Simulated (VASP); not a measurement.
# TiO2 (P4_2/mnm) in VASP: a series of runs

TiO2 is run at these levels: PBEsol; tasks: single point.

Everything below comes from runs of VASP 6.6.1. Logs are shortened: lines on timing, memory, paths and dates and some standing lists are left out, and cuts for length are marked.

### Step 1. The cell of the first run

Symmetry: P4_2/mnm, No. 136, tetragonal system. Conventional cell: a = 4.207 Å, b = 4.207 Å, c = 3.501 Å, α = 90.00°, β = 90.00°, γ = 90.00°. Within 2.4 Å of Ti (site symmetry mmm) lie 6 O at 1.81 to 2.10 Å. Within 2.4 Å of O (site symmetry m2m) lie 3 Ti at 1.81 to 2.10 Å and 1 O at 2.33 Å.

### Step 2. Single point, PBEsol

Input file INCAR:

```
PREC = Accurate ; ENCUT = 520
EDIFF = 1E-6 ; ISMEAR = 0
SIGMA = 0.05 ; LREAL = False
LASPH = True ; NELM = 60
ALGO = Normal ; ISIF = 2
LWAVE = False ; LCHARG = False
GGA = PS ; NBANDS = 33
```

Input file KPOINTS:

```
Automatic mesh
0
Gamma
  8 8 10
```

Input file POSCAR:

```
TiO2
1.0
    4.2067780463      0.0000000000      0.0000000000
    0.0000000000      4.2067780463      0.0000000000
    0.0000000000      0.0000000000      3.5007487080
Ti O
2 4
Direct
    0.0000000000      0.0000000000      0.0000000000
    0.5000000000      0.5000000000      0.5000000000
    0.3044387440      0.3044387440      0.0000000000
    0.1955612560      0.8044387440      0.5000000000
    0.6955612560      0.6955612560      0.0000000000
    0.8044387440      0.1955612560      0.5000000000
```

Potentials or basis: VASP PAW PBE potentials, release 64 (Ti_sv, O).

The run is started by

```console
$ cat potpaw_PBE.64/Ti_sv/POTCAR potpaw_PBE.64/O/POTCAR > POTCAR
$ mpirun -np 1 vasp_std > vasp.out
```

OUTCAR:

```text
PREC = Accurate
   ENCUT = 520
   EDIFF = 1E-6
   ISMEAR = 0
   LREAL = False
   LASPH = True
   NELM = 60
   ISIF = 2
   GGA = PS

 ion  position               nearest neighbor table
   1  0.000  0.000  0.000-   3 1.81   5 1.81   4 2.10   6 2.10   4 2.10   6 2.10
   2  0.500  0.500  0.500-   4 1.81   6 1.81   5 2.10   3 2.10   3 2.10   5 2.10
   3  0.304  0.304  0.000-   1 1.81   2 2.10   2 2.10
   4  0.196  0.804  0.500-   2 1.81   1 2.10   1 2.10
   5  0.696  0.696  0.000-   1 1.81   2 2.10   2 2.10
   6  0.804  0.196  0.500-   2 1.81   1 2.10   1 2.10

  LATTYP: Found a simple tetragonal cell.
 ALAT       =     4.2067780463
 C/A-ratio  =     0.8321686263

  Lattice vectors:

 A1 = (   4.2067780463,   0.0000000000,   0.0000000000)
 A2 = (   0.0000000000,   4.2067780463,   0.0000000000)
 A3 = (   0.0000000000,   0.0000000000,   3.5007487080)

Analysis of symmetry for initial positions (statically):
=====================================================================
 Subroutine PRICEL returns:
 Original cell was already a primitive cell.

 Routine SETGRP: Setting up the symmetry group for a
 simple tetragonal supercell.

 Subroutine GETGRP returns: Found 16 space group operations
 (whereof  8 operations were pure point group operations)
 out of a pool of 16 trial point group operations.

The static configuration has the point symmetry D_2h.
 The point group associated with its full space group is D_4h.

Analysis of symmetry for dynamics (positions and initial velocities):
=====================================================================
 Subroutine PRICEL returns:
 Original cell was already a primitive cell.

 Routine SETGRP: Setting up the symmetry group for a
 simple tetragonal supercell.

 Subroutine GETGRP returns: Found 16 space group operations
 (whereof  8 operations were pure point group operations)
 out of a pool of 16 trial point group operations.

The dynamic configuration has the point symmetry D_2h.
 The point group associated with its full space group is D_4h.

 Subroutine INISYM returns: Found 16 space group operations
 (whereof  8 operations are pure point group operations),
 and found     1 'primitive' translations

----------------------------------------------------------------------------------------

                                     Primitive cell

  volume of cell :      61.9527

  direct lattice vectors                    reciprocal lattice vectors
     4.206778046  0.000000000  0.000000000     0.237711614  0.000000000  0.000000000
     0.000000000  4.206778046  0.000000000     0.000000000  0.237711614  0.000000000
     0.000000000  0.000000000  3.500748708     0.000000000  0.000000000  0.285653180

  length of vectors
     4.206778046  4.206778046  3.500748708     0.237711614  0.237711614  0.285653180

  position of ions in fractional coordinates (direct lattice)
     0.000000000  0.000000000  0.000000000
     0.500000000  0.500000000  0.500000000
     0.304438744  0.304438744  0.000000000
     0.195561256  0.804438744  0.500000000
     0.695561256  0.695561256  0.000000000
     0.804438744  0.195561256  0.500000000

  ion indices of the primitive-cell ions
   primitive index   ion index
                 1           1
                 2           2
                 3           3
                 4           4
                 5           5
                 6           6

----------------------------------------------------------------------------------------

 KPOINTS: Automatic mesh

Automatic generation of k-mesh.
 Grid dimensions read from file:
 generate k-points for:    8    8   10

 Generating k-lattice:

  Cartesian coordinates                     Fractional coordinates (reciprocal lattice)
     0.029713952  0.000000000  0.000000000     0.125000000  0.000000000  0.000000000
     0.000000000  0.029713952  0.000000000     0.000000000  0.125000000  0.000000000
     0.000000000  0.000000000  0.028565318     0.000000000  0.000000000  0.100000000

  Length of vectors
     0.029713952  0.029713952  0.028565318

  Shift w.r.t. Gamma in fractional coordinates (k-lattice)
     0.000000000  0.000000000  0.000000000

 Subroutine IBZKPT returns following result:
 ===========================================

 Found     90 irreducible k-points:

 Following reciprocal coordinates:
            Coordinates               Weight
  0.000000  0.000000  0.000000      1.000000
  0.125000  0.000000  0.000000      4.000000
  0.250000  0.000000  0.000000      4.000000
  0.375000  0.000000  0.000000      4.000000
  0.500000  0.000000  0.000000      2.000000
  0.125000  0.125000  0.000000      4.000000
[... 16 lines left out ...]
  0.375000  0.125000  0.100000     16.000000
  0.500000  0.125000  0.100000      8.000000
 [... further k-points ...]
   k-points           NKPTS =     90   k-points in BZ     NKDIM =     90   number of bands    NBANDS=     33
   number of dos      NEDOS =    301   number of ions     NIONS =      6
   total plane-waves  NPLWV =  28672
   dimension x,y,z NGX =    32 NGY =   32 NGZ =   28
   dimension x,y,z NGXF=    64 NGYF=   64 NGZF=   56
   ions per type =               2   4
   NGX,Y,Z   is equivalent  to a cutoff of  12.65, 12.65, 13.30 a.u.
   NGXF,Y,Z  is equivalent  to a cutoff of  25.29, 25.29, 26.59 a.u.
 SYSTEM =  unknown system
   PREC   = accura    normal or accurate (medium, high low for compatibility)
   ISTART =      0    job   : 0-new  1-cont  2-samecut
   ICHARG =      2    charge: 1-file 2-atom 10-const
   ISPIN  =      1    spin polarized calculation?
   LNONCOLLINEAR =      F non collinear calculations
   LSORBIT =      F    spin-orbit coupling
   LASPH  =      T    aspherical Exc in radial PAW
   ENCUT  =  520.0 eV  38.22 Ry    6.18 a.u.   7.82  7.82  6.51*2*pi/ulx,y,z
   NELM   =     60;   NELMIN=  2; NELMDL= -5     # of ELM steps
   EDIFF  = 0.1E-05   stopping-criterion for ELM
   LREAL  =      F    real-space projection
   EDIFFG = 0.1E-04   stopping-criterion for IOM
   NSW    =      0    number of steps for IOM
   IBRION =     -1    ionic relax: 0-MD 1-quasi-New 2-CG
   NFREE  =      0    steps in history (QN), initial steepest desc. (CG)
   ISIF   =      2    stress and relaxation
   ISYM   =      2    0-nonsym 1-usesym 2-fastsym
   POTIM  = 0.5000    time-step for ionic-motion
   TEBEG  =    0.0;   TEEND  =   0.0 temperature during run
   PSTRESS=    0.0 pullay stress
   NELECT =      48.0000    total number of electrons
   NUPDOWN=      -1.0000    fix difference up-down
   EMIN   =  10.00;   EMAX   =-10.00  energy-range for DOS
   EFERMI =   0.00;   METHOD = LEGACY
   ISMEAR =     0;   SIGMA  =   0.05  broadening in eV -4-tet -1-fermi 0-gaus
   EFERMI_NEDOS =   21; number of points for ismear=-14 and -15
   IALGO  =     38    algorithm
   IMIX   =      4    mixing-type and parameters
     AMIX     =   0.40;   BMIX     =  1.00
     AMIX_MAG =   1.60;   BMIX_MAG =  1.00
  volume/ion in A,a.u.               =      10.33        69.68
  Fermi-wavevector in a.u.,A,eV,Ry     =   1.503610  2.841411 30.760636  2.260843
  Thomas-Fermi vector in A             =   2.614698
   LORBIT       =      0    0 simple, 1 ext, 2 COOP (PROOUT), +10 PAW based schemes
   GGA     = PS    functional components
   LHFCALC =     F    Hartree Fock is set to
   AEXX    =    0.0000 exact exchange contribution
   IVDW    =     0    specifies the selected vdW correction
   LEPSILON=     F    determine dielectric tensor
   LRPA    =     F    only Hartree local field effects (RPA)
 non-spin polarized calculation
 Gauss-broadening in eV      SIGMA  =   0.05
  energy-cutoff  :      520.00
  volume of cell :       61.95
 maximum number of plane-waves:      1689
 NGX is ok and might be reduce to    32

 number of electron      47.9999991 magnetization

 Free energy of the ion-electron system (eV)
  ---------------------------------------------------
  ext. energy  EPLUGINS =         0.00000000
  ---------------------------------------------------
  free energy    TOTEN  =       -54.17083435 eV

  energy without entropy =      -54.17083435  energy(sigma->0) =      -54.17083435

 E-fermi :   5.5220     XC(G=0): -11.8087

 val. band max:        5.1716074948   @ k =   0.0000   0.0000   0.0000
 cond. band min:       6.8174101273   @ k =   0.5000   0.0000   0.5000
 fundamental gap:      1.6458026326
 Fermi energy:         5.5219873349

 k-point     1 :       0.0000    0.0000    0.0000
  band No.  band energies     occupation
      1     -51.6889      2.00000
      2     -51.6628      2.00000
      3     -28.1540      2.00000
      4     -28.1540      2.00000
      5     -28.0049      2.00000
      6     -27.9795      2.00000
[... 25 lines left out ...]
     32      10.8878      0.00000
     33      10.8878      0.00000

 k-point     2 :       0.1250    0.0000    0.0000
  band No.  band energies     occupation
      1     -51.6878      2.00000
      2     -51.6638      2.00000
      3     -28.1493      2.00000
      4     -28.1477      2.00000
      5     -28.0021      2.00000
      6     -27.9874      2.00000
[... 25 lines left out ...]
     32      10.7854      0.00000
     33      10.8204      0.00000

 k-point     3 :       0.2500    0.0000    0.0000
  band No.  band energies     occupation
      1     -51.6849      2.00000
      2     -51.6665      2.00000
      3     -28.1356      2.00000
      4     -28.1301      2.00000
      5     -28.0089      2.00000
      6     -28.0032      2.00000
[... 25 lines left out ...]
     32      10.6331      0.00000
     33      10.6680      0.00000

 k-point     4 :       0.3750    0.0000    0.0000
  band No.  band energies     occupation
      1     -51.6806      2.00000
      2     -51.6707      2.00000
      3     -28.1141      2.00000
      4     -28.1057      2.00000
      5     -28.0371      2.00000
      6     -28.0284      2.00000
[... 673 lines left out ...]
     32      10.6274      0.00000
     33      10.7323      0.00000

 k-point    23 :       0.3750    0.1250    0.1000
  band No.  band energies     occupation
      1     -51.6795      2.00000
      2     -51.6707      2.00000
      3     -28.1386      2.00000
      4     -28.0995      2.00000
      5     -28.0505      2.00000
      6     -28.0077      2.00000
[... 25 lines left out ...]
     32      10.4049      0.00000
     33      11.1764      0.00000

 k-point    24 :       0.5000    0.1250    0.1000
  band No.  band energies     occupation
      1     -51.6750      2.00000
      2     -51.6750      2.00000
      3     -28.1182      2.00000
      4     -28.1182      2.00000
      5     -28.0320      2.00000
      6     -28.0320      2.00000
[... 25 lines left out ...]
     32      10.1342      0.00000
     33      11.6017      0.00000

 [... further k-points ...]

------------------------ aborting loop because EDIFF is reached ----------------------------------------

  FORCE on cell =-STRESS in cart. coord.  units (eV):
  Direction    XX          YY          ZZ          XY          YZ          ZX
  --------------------------------------------------------------------------------------
  -------------------------------------------------------------------------------------
  Total        7.0418913      7.0418913    -13.5999009     -0.0000000      0.0000000      0.0000000
  in kB      182.1125028    182.1125028   -351.7111940     -0.0000000      0.0000000      0.0000000
  external PRESSURE =       4.1712706 kB  Pullay stress =       0.0000000 kB

 VOLUME and BASIS-vectors are now :
 -----------------------------------------------------------------------------
  energy-cutoff  :      520.00
  volume of cell :       61.95
      direct lattice vectors                 reciprocal lattice vectors
     4.206778046  0.000000000  0.000000000     0.237711614  0.000000000  0.000000000
     0.000000000  4.206778046  0.000000000     0.000000000  0.237711614  0.000000000
     0.000000000  0.000000000  3.500748708     0.000000000  0.000000000  0.285653180

 POSITION                                       TOTAL-FORCE (eV/Angst)
 -----------------------------------------------------------------------------------
      0.00000      0.00000      0.00000         0.000000      0.000000      0.000000
      2.10339      2.10339      1.75037         0.000000      0.000000      0.000000
      1.28071      1.28071      0.00000         0.510306      0.510306     -0.000000
      0.82268      3.38410      1.75037        -0.510306      0.510306      0.000000
      2.92607      2.92607      0.00000        -0.510306     -0.510306      0.000000
      3.38410      0.82268      1.75037         0.510306     -0.510306      0.000000
 -----------------------------------------------------------------------------------
    total drift:                                0.000000     -0.000000     -0.000000

  FREE ENERGIE OF THE ION-ELECTRON SYSTEM (eV)
  ---------------------------------------------------
  free  energy   TOTEN  =       -54.1708343461 eV

  energy  without entropy=      -54.1708343461  energy(sigma->0) =      -54.17083435
```

Run time: 86 s. Hardware: 1 thread of Intel Xeon Platinum 8488C (Sapphire Rapids), shared host; peak memory 0.27 GiB.

What came out:

* Free energy: -54.1708 eV
* Pressure: 0.4 GPa
* Largest force: 0.722 eV/Å
* Band gap on the k mesh: 1.65 eV

Forces in eV/Å, atoms in the order of the input:
```
Ti   0.000  0.000  0.000
Ti   0.000  0.000  0.000
O    0.510  0.510  0.000
O   -0.510  0.510  0.000
O   -0.510 -0.510  0.000
O    0.510 -0.510  0.000
```

Caveat: the PAW data sets were made with another functional, which shifts forces and pressure a little.

### Step 3. Single point, PBEsol

This run uses another cell than the first one, of the same volume but with other edges.

Input file INCAR:

```
PREC     = Accurate       # precision mode
ENCUT    = 520            # plane-wave cutoff, eV
EDIFF    = 1E-6           # SCF threshold, eV
ISMEAR   = 0              # smearing method
SIGMA    = 0.05           # smearing width, eV
LREAL    = False          # projectors in reciprocal space
LASPH    = True           # aspherical terms in the spheres
NELM     = 80             # most SCF steps
ALGO     = Normal         # electronic algorithm
ISIF     = 2              # what is computed and relaxed
LWAVE    = False          # write WAVECAR
LCHARG   = True           # write CHGCAR
GGA      = PS             # functional
LELF     = True           # ELF
LVHAR    = True         
NBANDS   = 33             # bands
```

Input file KPOINTS:

```
regular mesh
0
Gamma
  8 8 10
```

POSCAR: that of step 2 with these lines changed.

```diff
@@ -2,5 +2,5 @@
 1.0
-    4.2067780463      0.0000000000      0.0000000000
-    0.0000000000      4.2067780463      0.0000000000
-    0.0000000000      0.0000000000      3.5007487080
+    4.7206460701      0.0000000000      0.0000000000
+    0.0000000000      4.7206460701      0.0000000000
+    0.0000000000      0.0000000000      2.7800797470
 Ti O
```

Potentials or basis: VASP PAW PBE potentials, release 64 (Ti_sv, O).

The run is started by

```console
$ cat potpaw_PBE.64/Ti_sv/POTCAR potpaw_PBE.64/O/POTCAR > POTCAR
$ mpirun -np 1 vasp_std > vasp.out
```

It took 91 s on 1 thread of Intel Xeon Platinum 8488C (Sapphire Rapids), shared host; peak memory 0.27 GiB.

It converged, with:

```yaml
Free_energy: -55.8224 eV
Pressure: 5.4 GPa
Largest_force: 0.144 eV/Å
Band_gap_on_the_k_mesh: 1.96 eV (least direct gap 2.00 eV)
```

Forces on the atoms (eV/Å):
```
Ti   0.000  0.000  0.000
Ti   0.000  0.000  0.000
O   -0.102 -0.102  0.000
O    0.102 -0.102  0.000
O    0.102  0.102  0.000
O   -0.102  0.102  0.000
```

Stress tensor (GPa, compression positive):
```
-3.43  0.00  0.00
 0.00 -3.43  0.00
 0.00  0.00 22.92
```

Levels at points of the mesh, in eV from the valence-band top:
```csv
k point,band 21,band 22,band 23,band 24,band 25,band 26,band 27,band 28
"(0.00, 0.00, 0.00)",-0.33,-0.33,-0.19,-0.03,1.97,2.14,3.06,3.09
"(0.50, 0.00, 0.00)",-0.92,-0.92,-0.62,-0.62,2.66,2.66,3.49,3.49
"(0.50, 0.50, 0.00)",-0.96,-0.96,-0.66,-0.66,1.96,1.96,3.10,3.10
"(0.00, 0.00, 0.50)",-1.93,-1.93,-1.33,-1.33,3.20,3.20,3.88,3.88
"(0.50, 0.00, 0.50)",-1.97,-1.97,-0.84,-0.84,2.17,2.17,4.13,4.13
"(0.50, 0.50, 0.50)",-1.02,-1.02,-0.61,-0.61,2.88,2.88,3.43,3.43
```

Caveat: the cell stands under pressure; the PAW data sets were made with another functional, which shifts forces and pressure a little.
